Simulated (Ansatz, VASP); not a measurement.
# Be: VASP beside Ansatz

File INCAR:

```
SYSTEM = Be
PREC = Accurate
ENCUT = 520
EDIFF = 1E-6
ISMEAR = -1
SIGMA = 0.08
LREAL = .FALSE.
LASPH = .TRUE.
NELM = 60
ALGO = Normal
ISIF = 2
LWAVE = .FALSE.
LCHARG = .FALSE.
GGA = PE
NBANDS = 9
```

The input KPOINTS:

```
regular mesh
0
G
  13 13 13
  0 0 0
```

The input POSCAR:

```
Be
1.0
    0.0000000000      2.4320275310      2.4320275310
    2.4320275310      0.0000000000      2.4320275310
    2.4320275310      2.4320275310      0.0000000000
Be
2
Direct
    0.0000000000      0.0000000000      0.0000000000
    0.2500000000      0.2500000000      0.2500000000
```

Input for Ansatz:

```yaml
crystal:
  lattice:
    - [0.0, 2.432027531, 2.432027531]
    - [2.432027531, 0.0, 2.432027531]
    - [2.432027531, 2.432027531, 0.0]
  atoms:
    - { symbol: Be, position: [0.0, 0.0, 0.0] }
    - { symbol: Be, position: [0.25, 0.25, 0.25] }
kpoints:
  mp_grid: { grid: [13, 13, 13] }
scf:
  occupations: { method: fermi_dirac, width: 0.08 }
hamiltonian:
  xc: pbe
  pseudopotentials: { kind: all_electron, lapw: { basis_error: 0.00025 } }
output:
  forces: true
  stress: true
  eigenvalues: true
```

Change from the starting cell: volume scaled by 0.98.

Alike in both runs: task single point; functional PBE; k mesh 13 × 13 × 13; occupations fermi-dirac, width 0.08 eV; no spin polarisation.

|  | VASP | Ansatz |
| --- | --- | --- |
| version | VASP 6.6.1 | Ansatz 0.2.0 |
| potentials or method | VASP PAW PBE potentials, release 64 (Be), cutoff 520 eV | all-electron LAPW, scalar-relativistic |

|  | VASP | Ansatz | Ansatz less VASP |
| --- | --- | --- | --- |
| pressure (GPa) | 0.9 | 0.9 | -0.04 |

Ansatz ran all-electron here, and VASP with PAW potentials.
